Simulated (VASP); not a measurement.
# GaN in VASP: further runs

GaN is run at these levels: PBEsol; tasks: single point.

Everything below comes from runs of VASP 6.6.1. Logs are shortened: lines on timing, memory, paths and dates and some standing lists are left out, and cuts for length are marked.

## 1. The cell of the first run

It takes space group P3m1 (No. 156, trigonal). The conventional cell has a = 3.183 Å, b = 3.183 Å, c = 5.185 Å, α = 90.00°, β = 90.00°, γ = 120.00°. Within 2.6 Å of Ga (site symmetry 3m) lie 4 N at 1.93 to 1.95 Å. Within 2.6 Å of Ga (site symmetry 3m) lie 4 N at 1.95 to 2.00 Å. Within 2.6 Å of N (site symmetry 3m) lie 4 Ga at 1.95 Å. N (site symmetry 3m) has 4 Ga at 1.93 to 2.00 Å within 2.6 Å.

## 2. Single point, PBEsol (atom 4 (N) moved 0.05 Å along z)

Contents of INCAR:

```
  PREC = Accurate
  ENCUT = 520
  EDIFF = 1E-6
  ISMEAR = 0
  SIGMA = 0.05
  LREAL = F
  LASPH = T
  NELM = 80
  ALGO = Normal
  ISIF = 2
  LWAVE = F
  LCHARG = F
  GGA = PS
  NBANDS = 26
```

Contents of KPOINTS:

```
regular mesh
0
Gamma
  12 12 6
```

Contents of POSCAR:

```
GaN
1.0
    3.1827399379      0.0000000001      0.0000000000
   -1.5913699690      2.7563336398      0.0000000000
    0.0000000000      0.0000000000      5.1854064820
Ga N
2 2
Direct
    0.3333333333      0.6666666667     -0.0008066015
    0.6666666667      0.3333333333      0.4991933985
    0.3333333333      0.6666666667      0.3758066015
    0.6666666667      0.3333333333      0.8854490471
```

Potentials or basis: VASP PAW PBE potentials, release 64 (Ga_d, N).

On the command line:

```sh
$ cat potpaw_PBE.64/Ga_d/POTCAR potpaw_PBE.64/N/POTCAR > POTCAR
$ mpirun -np 1 vasp_std > vasp.out
```

OUTCAR:

```text
PREC = Accurate
   ENCUT = 520
   EDIFF = 1E-6
   ISMEAR = 0
   LREAL = F
   LASPH = T
   NELM = 80
   ISIF = 2
   GGA = PS

 ion  position               nearest neighbor table
   1  0.333  0.667  0.999-   4 1.93   4 1.93   4 1.93   3 1.95
   2  0.667  0.333  0.499-   3 1.95   3 1.95   3 1.95   4 2.00
   3  0.333  0.667  0.376-   2 1.95   2 1.95   2 1.95   1 1.95
   4  0.667  0.333  0.885-   1 1.93   1 1.93   1 1.93   2 2.00

  LATTYP: Found a hexagonal cell.
 ALAT       =     3.1827399379
 C/A-ratio  =     1.6292272015

  Lattice vectors:

 A1 = (   3.1827399379,   0.0000000001,   0.0000000000)
 A2 = (  -1.5913699690,   2.7563336398,   0.0000000000)
 A3 = (   0.0000000000,   0.0000000000,   5.1854064820)

Analysis of symmetry for initial positions (statically):
=====================================================================
 Subroutine PRICEL returns:
 Original cell was already a primitive cell.

 Routine SETGRP: Setting up the symmetry group for a
 hexagonal supercell.

 Subroutine GETGRP returns: Found  6 space group operations
 (whereof  6 operations were pure point group operations)
 out of a pool of 24 trial point group operations.

The static configuration has the point symmetry C_3v.

Analysis of symmetry for dynamics (positions and initial velocities):
=====================================================================
 Subroutine PRICEL returns:
 Original cell was already a primitive cell.

 Routine SETGRP: Setting up the symmetry group for a
 hexagonal supercell.

 Subroutine GETGRP returns: Found  6 space group operations
 (whereof  6 operations were pure point group operations)
 out of a pool of 24 trial point group operations.

The dynamic configuration has the point symmetry C_3v.

 Subroutine INISYM returns: Found  6 space group operations
 (whereof  6 operations are pure point group operations),
 and found     1 'primitive' translations

----------------------------------------------------------------------------------------

                                     Primitive cell

  volume of cell :      45.4900

  direct lattice vectors                    reciprocal lattice vectors
     3.182739938  0.000000000  0.000000000     0.314194694  0.181400391  0.000000000
    -1.591369969  2.756333640  0.000000000    -0.000000000  0.362800782  0.000000000
     0.000000000  0.000000000  5.185406482     0.000000000  0.000000000  0.192848912

  length of vectors
     3.182739938  3.182739938  5.185406482     0.362800782  0.362800782  0.192848912

  position of ions in fractional coordinates (direct lattice)
     0.333333333  0.666666667  0.999193398
     0.666666667  0.333333333  0.499193398
     0.333333333  0.666666667  0.375806602
     0.666666667  0.333333333  0.885449047

  ion indices of the primitive-cell ions
   primitive index   ion index
                 1           1
                 2           2
                 3           3
                 4           4

----------------------------------------------------------------------------------------

 KPOINTS: regular mesh

Automatic generation of k-mesh.
 Grid dimensions read from file:
 generate k-points for:   12   12    6

 Generating k-lattice:

  Cartesian coordinates                     Fractional coordinates (reciprocal lattice)
     0.026182891  0.015116699  0.000000000     0.083333333  0.000000000  0.000000000
    -0.000000000  0.030233399  0.000000000    -0.000000000  0.083333333  0.000000000
     0.000000000  0.000000000  0.032141485     0.000000000  0.000000000  0.166666667

  Length of vectors
     0.030233399  0.030233399  0.032141485

  Shift w.r.t. Gamma in fractional coordinates (k-lattice)
     0.000000000  0.000000000  0.000000000

 Subroutine IBZKPT returns following result:
 ===========================================

 Found    100 irreducible k-points:

 Following reciprocal coordinates:
            Coordinates               Weight
  0.000000  0.000000  0.000000      1.000000
  0.083333  0.000000  0.000000      6.000000
  0.166667 -0.000000  0.000000      6.000000
  0.250000  0.000000  0.000000      6.000000
  0.333333  0.000000  0.000000      6.000000
  0.416667  0.000000  0.000000      6.000000
[... 16 lines left out ...]
  0.166667 -0.000000  0.166667      6.000000
  0.000000  0.166667  0.166667      6.000000
 [... further k-points ...]
   k-points           NKPTS =    100   k-points in BZ     NKDIM =    100   number of bands    NBANDS=     26
   number of dos      NEDOS =    301   number of ions     NIONS =      4
   total plane-waves  NPLWV =  23040
   dimension x,y,z NGX =    24 NGY =   24 NGZ =   40
   dimension x,y,z NGXF=    48 NGYF=   48 NGZF=   80
   ions per type =               2   2
   NGX,Y,Z   is equivalent  to a cutoff of  12.54, 12.54, 12.82 a.u.
   NGXF,Y,Z  is equivalent  to a cutoff of  25.07, 25.07, 25.65 a.u.
 SYSTEM =  unknown system
   PREC   = accura    normal or accurate (medium, high low for compatibility)
   ISTART =      0    job   : 0-new  1-cont  2-samecut
   ICHARG =      2    charge: 1-file 2-atom 10-const
   ISPIN  =      1    spin polarized calculation?
   LNONCOLLINEAR =      F non collinear calculations
   LSORBIT =      F    spin-orbit coupling
   LASPH  =      T    aspherical Exc in radial PAW
   ENCUT  =  520.0 eV  38.22 Ry    6.18 a.u.   5.92  5.92  9.64*2*pi/ulx,y,z
   NELM   =     80;   NELMIN=  2; NELMDL= -5     # of ELM steps
   EDIFF  = 0.1E-05   stopping-criterion for ELM
   LREAL  =      F    real-space projection
   EDIFFG = 0.1E-04   stopping-criterion for IOM
   NSW    =      0    number of steps for IOM
   IBRION =     -1    ionic relax: 0-MD 1-quasi-New 2-CG
   NFREE  =      0    steps in history (QN), initial steepest desc. (CG)
   ISIF   =      2    stress and relaxation
   ISYM   =      2    0-nonsym 1-usesym 2-fastsym
   POTIM  = 0.5000    time-step for ionic-motion
   TEBEG  =    0.0;   TEEND  =   0.0 temperature during run
   PSTRESS=    0.0 pullay stress
   NELECT =      36.0000    total number of electrons
   NUPDOWN=      -1.0000    fix difference up-down
   EMIN   =  10.00;   EMAX   =-10.00  energy-range for DOS
   EFERMI =   0.00;   METHOD = LEGACY
   ISMEAR =     0;   SIGMA  =   0.05  broadening in eV -4-tet -1-fermi 0-gaus
   EFERMI_NEDOS =   21; number of points for ismear=-14 and -15
   IALGO  =     38    algorithm
   IMIX   =      4    mixing-type and parameters
     AMIX     =   0.40;   BMIX     =  1.00
     AMIX_MAG =   1.60;   BMIX_MAG =  1.00
  volume/ion in A,a.u.               =      11.37        76.75
  Fermi-wavevector in a.u.,A,eV,Ry     =   1.514272  2.861558 31.198406  2.293018
  Thomas-Fermi vector in A             =   2.623951
   LORBIT       =      0    0 simple, 1 ext, 2 COOP (PROOUT), +10 PAW based schemes
   GGA     = PS    functional components
   LHFCALC =     F    Hartree Fock is set to
   AEXX    =    0.0000 exact exchange contribution
   IVDW    =     0    specifies the selected vdW correction
   LEPSILON=     F    determine dielectric tensor
   LRPA    =     F    only Hartree local field effects (RPA)
 non-spin polarized calculation
 Gauss-broadening in eV      SIGMA  =   0.05
  energy-cutoff  :      520.00
  volume of cell :       45.49
 maximum number of plane-waves:      1248
   NGX = 11   NGY = 11   NGZ = 19

 number of electron      35.9999992 magnetization

 Free energy of the ion-electron system (eV)
  ---------------------------------------------------
  ext. energy  EPLUGINS =         0.00000000
  ---------------------------------------------------
  free energy    TOTEN  =       -26.24802250 eV

  energy without entropy =      -26.24802250  energy(sigma->0) =      -26.24802250

 E-fermi :   5.4472     XC(G=0): -11.9271

 val. band max:        5.2419672359   @ k =   0.0000   0.0000   0.0000
 cond. band min:       7.1299345397   @ k =   0.0000   0.0000   0.0000
 fundamental gap:      1.8879673038
 Fermi energy:         5.4471819032

 k-point     1 :       0.0000    0.0000    0.0000
  band No.  band energies     occupation
      1     -10.7868      2.00000
      2      -9.8298      2.00000
      3      -8.1655      2.00000
      4      -8.1654      2.00000
      5      -8.1604      2.00000
      6      -8.0939      2.00000
[... 18 lines left out ...]
     25      16.8594      0.00000
     26      16.8594      0.00000

 k-point     2 :       0.0833    0.0000    0.0000
  band No.  band energies     occupation
      1     -10.7154      2.00000
      2      -9.8096      2.00000
      3      -8.1654      2.00000
      4      -8.1545      2.00000
      5      -8.1342      2.00000
      6      -8.0845      2.00000
[... 18 lines left out ...]
     25      16.5138      0.00000
     26      17.0247      0.00000

 k-point     3 :       0.1667   -0.0000    0.0000
  band No.  band energies     occupation
      1     -10.5203      2.00000
      2      -9.7600      2.00000
      3      -8.1418      2.00000
      4      -8.1274      2.00000
      5      -8.0812      2.00000
      6      -8.0415      2.00000
[... 18 lines left out ...]
     25      16.4818      0.00000
     26      17.4099      0.00000

 k-point     4 :       0.2500    0.0000    0.0000
  band No.  band energies     occupation
      1     -10.2601      2.00000
      2      -9.7049      2.00000
      3      -8.1156      2.00000
      4      -8.0997      2.00000
      5      -8.0266      2.00000
      6      -7.9892      2.00000
[... 18 lines left out ...]
     25      16.4773      0.00000
     26      17.9026      0.00000

 k-point     5 :       0.3333    0.0000    0.0000
  band No.  band energies     occupation
      1     -10.0222      2.00000
      2      -9.6645      2.00000
      3      -8.1040      2.00000
      4      -8.0847      2.00000
      5      -7.9943      2.00000
      6      -7.9393      2.00000
[... 18 lines left out ...]
     25      16.6746      0.00000
     26      18.3157      0.00000

 k-point     6 :       0.4167    0.0000    0.0000
  band No.  band energies     occupation
      1      -9.8725      2.00000
      2      -9.6442      2.00000
      3      -8.1064      2.00000
      4      -8.0810      2.00000
      5      -7.9824      2.00000
      6      -7.9266      2.00000
[... 427 lines left out ...]
 k-point    21 :       0.0833    0.0000    0.1667
  band No.  band energies     occupation
      1     -10.6360      2.00000
      2      -9.8408      2.00000
      3      -8.1598      2.00000
      4      -8.1536      2.00000
      5      -8.1213      2.00000
      6      -8.0882      2.00000
[... 18 lines left out ...]
     25      16.3850      0.00000
     26      16.7578      0.00000

 k-point    22 :       0.0000    0.0833    0.1667
  band No.  band energies     occupation
      1     -10.6360      2.00000
      2      -9.8408      2.00000
      3      -8.1620      2.00000
      4      -8.1529      2.00000
      5      -8.1163      2.00000
      6      -8.0903      2.00000
[... 18 lines left out ...]
     25      16.3442      0.00000
     26      16.7992      0.00000

 k-point    23 :       0.1667   -0.0000    0.1667
  band No.  band energies     occupation
      1     -10.4487      2.00000
      2      -9.7833      2.00000
      3      -8.1352      2.00000
      4      -8.1254      2.00000
      5      -8.0919      2.00000
      6      -8.0460      2.00000
[... 18 lines left out ...]
     25      16.1658      0.00000
     26      17.1628      0.00000

 k-point    24 :       0.0000    0.1667    0.1667
  band No.  band energies     occupation
      1     -10.4487      2.00000
      2      -9.7831      2.00000
      3      -8.1428      2.00000
      4      -8.1241      2.00000
      5      -8.0697      2.00000
      6      -8.0491      2.00000
[... 18 lines left out ...]
     25      16.0991      0.00000
     26      17.2346      0.00000

 [... further k-points ...]
[... 5 lines left out ...]
  --------------------------------------------------------------------------------------
  -------------------------------------------------------------------------------------
  Total        0.1929216      0.1929216     -0.4492945      0.0000000      0.0000000     -0.0000000
  in kB        6.7947863      6.7947863    -15.8243516      0.0000000      0.0000000     -0.0000000
  external PRESSURE =      -0.7449263 kB  Pullay stress =       0.0000000 kB

 VOLUME and BASIS-vectors are now :
 -----------------------------------------------------------------------------
  energy-cutoff  :      520.00
  volume of cell :       45.49
      direct lattice vectors                 reciprocal lattice vectors
     3.182739938  0.000000000  0.000000000     0.314194694  0.181400391  0.000000000
    -1.591369969  2.756333640  0.000000000    -0.000000000  0.362800782  0.000000000
     0.000000000  0.000000000  5.185406482     0.000000000  0.000000000  0.192848912

 POSITION                                       TOTAL-FORCE (eV/Angst)
 -----------------------------------------------------------------------------------
     -0.00000      1.83756      5.18122        -0.000000      0.000000      0.228120
      1.59137      0.91878      2.58852        -0.000000     -0.000000      0.271250
     -0.00000      1.83756      1.94871         0.000000     -0.000000      0.300570
      1.59137      0.91878      4.59141        -0.000000      0.000000     -0.799940
 -----------------------------------------------------------------------------------
    total drift:                               -0.000001     -0.000000     -0.000720

  FREE ENERGIE OF THE ION-ELECTRON SYSTEM (eV)
  ---------------------------------------------------
  free  energy   TOTEN  =       -26.2480225019 eV

  energy  without entropy=      -26.2480225019  energy(sigma->0) =      -26.24802250
```

It took 66 s on 1 thread of AMD EPYC 9R45 (Zen 5), shared host; peak memory 0.2 GiB.

What came out:

```yaml
Free_energy: -26.2480 eV
Pressure: -0.1 GPa
Largest_force: 0.800 eV/Å
Band_gap_on_the_k_mesh: 1.89 eV, direct
```

Forces in eV/Å, atoms in the order of the input:
```
Ga   0.000  0.000  0.228
Ga   0.000  0.000  0.271
N    0.000  0.000  0.301
N    0.000  0.000 -0.800
```

Caveat: the cell differs from its parent crystal (atom 4 (N) moved 0.05 Å along z); the PAW data sets were made with another functional, which shifts forces and pressure a little.

## 3. Single point, PBEsol

This run uses another cell than the first one, of 11.26 Å³/atom, 0.990 times its volume.

Contents of INCAR:

```
SYSTEM = GaN
PREC = Accurate
ENCUT = 520
EDIFF = 1E-6
ISMEAR = 0
SIGMA = 0.05
LREAL = .FALSE.
LASPH = .TRUE.
NELM = 60
ALGO = Normal
ISIF = 2
LWAVE = .FALSE.
LCHARG = .FALSE.
GGA = PS
NBANDS = 26
```

Contents of KPOINTS:

```
Automatic mesh
0
G
  12 12 6
  0 0 0
```

Contents of POSCAR:

```
GaN
1.0
    3.1509125385      0.0000000001      0.0000000000
   -1.5754562693      2.7563336398      0.0000000000
    0.0000000000      0.0000000000      5.1854064820
Ga N
2 2
Direct
    0.3333333333      0.6666666667     -0.0008066015
    0.6666666667      0.3333333333      0.4991933985
    0.3333333333      0.6666666667      0.3758066015
    0.6666666667      0.3333333333      0.8758066015
```

Potentials or basis: VASP PAW PBE potentials, release 64 (Ga_d, N).

On the command line:

```sh
$ cat potpaw_PBE.64/Ga_d/POTCAR potpaw_PBE.64/N/POTCAR > POTCAR
$ mpirun -np 1 vasp_std > vasp.out
```

It took 1.9 min on 1 thread of AMD EPYC 9R45 (Zen 5), shared host; peak memory 0.25 GiB.

The run converged. Its results:

```
Free energy            : -26.2632 eV
Pressure               : 1.8 GPa
Largest force          : 0.111 eV/Å
Band gap on the k mesh : 1.92 eV, direct
```

Forces on the atoms (eV/Å):
```
Ga   0.000  0.083  0.054
Ga   0.000 -0.083  0.054
N    0.000  0.097 -0.054
N    0.000 -0.097 -0.054
```

Stress tensor (GPa, compression positive):
```
4.01 0.00 0.00
0.00 0.83 0.00
0.00 0.00 0.49
```

Levels at points of the mesh, in eV from the valence-band top:
```
           k point  band 14  band 15  band 16  band 17  band 18  band 19  band 20  band 21  band 22  band 23
(0.00, 0.00, 0.00)    -1.09    -1.04    -0.08    -0.04     0.00     1.92     4.29     9.11     9.82     9.97
(0.50, 0.00, 0.00)    -5.44    -4.32    -2.86    -2.31    -1.09     4.92     5.50     5.93     8.64    10.27
(0.00, 0.50, 0.00)    -5.44    -4.38    -2.76    -2.31    -1.01     5.10     5.61     5.89     8.57    10.27
(0.00, 0.00, 0.50)    -3.95    -0.58    -0.58    -0.53    -0.53     4.27     4.27     8.38     8.38    10.33
(0.50, 0.00, 0.50)    -6.76    -2.05    -2.05    -1.98    -1.98     4.27     4.27     7.71     7.71     9.91
(0.00, 0.50, 0.50)    -6.78    -2.00    -2.00    -1.96    -1.96     4.33     4.33     7.76     7.76     9.89
```

Caveat: the PAW data sets were made with another functional, which shifts forces and pressure a little.
